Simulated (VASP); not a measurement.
Write the native input for VASP 6.6.1 that does the following.

```
Task                   : single point
Functional             : r2SCAN
Potentials or basis    : VASP PAW PBE potentials, release 64 (Ca_sv, O)
Cutoff                 : 520 eV
k mesh                 : 12 × 12 × 4
Occupations            : gaussian, width 0.01 eV
Spin                   : no spin polarisation
Dipole correction      : no
Further INCAR settings : ALGO = Normal; EDIFF = 1e-06; NBANDS = 24
```

CaO:

```
Ca O
1.0
     3.31994    0.00000    0.00000
    -1.65997    2.87515    0.00000
     0.00000    0.00000    5.81431
Ca O
2 2
Cartesian
  0.0000 0.0000 0.0000
  0.0000 0.0000 2.9072
  0.0000 1.9168 1.4536
  1.6600 0.9584 4.3607
```

These files were run (other wordings do the same):

POSCAR

```
CaO
1.0
    3.3199366430      0.0000000000      0.0000000000
   -1.6599683215      2.8751494718      0.0000000000
    0.0000000000      0.0000000000      5.8143085412
Ca O
2 2
Direct
    0.0000000000      0.0000000000      0.0000000000
    0.0000000000      0.0000000000      0.5000000000
    0.3333333333      0.6666666667      0.2500000000
    0.6666666667      0.3333333333      0.7500000000
```

INCAR.step1

```
SYSTEM = CaO
  ALGO = Normal
  EDIFF = 1E-4
  ENCUT = 520
  GGA = PE
  ISMEAR = 0
  LASPH = .TRUE.
  LCHARG = .FALSE.
  LREAL = .FALSE.
  LWAVE = .TRUE.
  NBANDS = 24
  NELM = 80
  PREC = Accurate
  SIGMA = 0.01
```

INCAR.step2

```
SYSTEM = CaO
  ALGO = Normal
  EDIFF = 1E-6
  ENCUT = 520
  ISIF = 2
  ISMEAR = 0
  ISTART = 1
  LASPH = .TRUE.
  LCHARG = .FALSE.
  LMIXTAU = .TRUE.
  LREAL = .FALSE.
  LWAVE = .FALSE.
  METAGGA = R2SCAN
  NBANDS = 24
  NELM = 80
  PREC = Accurate
  SIGMA = 0.01
```

KPOINTS

```
k-points
0
G
  12 12 4
  0 0 0
```

Potentials or basis: VASP PAW PBE potentials, release 64 (Ca_sv, O).

Command:

```sh
$ cat potpaw_PBE.64/Ca_sv/POTCAR potpaw_PBE.64/O/POTCAR > POTCAR
$ cp INCAR.step1 INCAR
$ mpirun -np 1 vasp_std > vasp.out
$ cp INCAR.step2 INCAR
$ mpirun -np 1 vasp_std > vasp.out
```

Results of the run:

```
Pressure               : 1.1 GPa
Band gap on the k mesh : 4.40 eV, direct
```

Caveat: the PAW data sets were made with another functional, which shifts forces and pressure a little.

Wall time 5.3 min on 1 thread of Intel Xeon 6975P-C (shared host), peak memory 0.24 GiB.
